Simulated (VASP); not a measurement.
Set up this calculation in VASP 6.6.1, as the native input.

* Task: single point
* Functional: PBE
* Potentials or basis: VASP PAW PBE potentials, release 64 (Na_pv, H)
* Cutoff: 520 eV
* k mesh: 6 × 6 × 6
* Occupations: gaussian, width 0.01 eV
* Spin: no spin polarisation
* Dipole correction: no
* Further INCAR settings: ALGO = Normal; EDIFF = 1e-07; NBANDS = 11

The structure of NaH lies in POSCAR:

```
NaH
1.0
    0.0000000000      2.5709518455      2.6352071158
    2.5709518455      0.0000000000      2.6352071158
    2.5709518455      2.5709518455      0.0000000000
Na H
1 1
Direct
    0.0000000000      0.0000000000      0.0000000000
    0.2500000000      0.2500000000      0.2500000000
```

This cell differs from its parent crystal: epitaxial xy strain -1.0%.

One way to write it, as run:

INCAR

```
ALGO = Normal
EDIFF = 1E-7
ENCUT = 520
GGA = PE
ISIF = 2
ISMEAR = 0
LASPH = T
LCHARG = T
LELF = T
LREAL = F
LVHAR = T
LWAVE = F
NBANDS = 11
NELM = 80
PREC = Accurate
SIGMA = 0.01
```

KPOINTS

```
k-points
0
Gamma
  6 6 6
```

Potentials or basis: VASP PAW PBE potentials, release 64 (Na_pv, H).

The run is started by

```console
$ cat potpaw_PBE.64/Na_pv/POTCAR potpaw_PBE.64/H/POTCAR > POTCAR
$ mpirun -np 1 vasp_std > vasp.out
```

It gave:

| Item | Value |
| --- | --- |
| Pressure | 0.3 GPa |
| Band gap on the k mesh | 3.61 eV, indirect (least direct gap 4.32 eV) |

Caveat: the cell differs from its parent crystal (epitaxial xy strain -1.0%).

It took 11 s on 1 thread of Intel(R) Xeon(R) Platinum 8375C CPU @ 2.90GHz (Ice Lake), with other jobs on the host, peak memory 0.15 GiB.
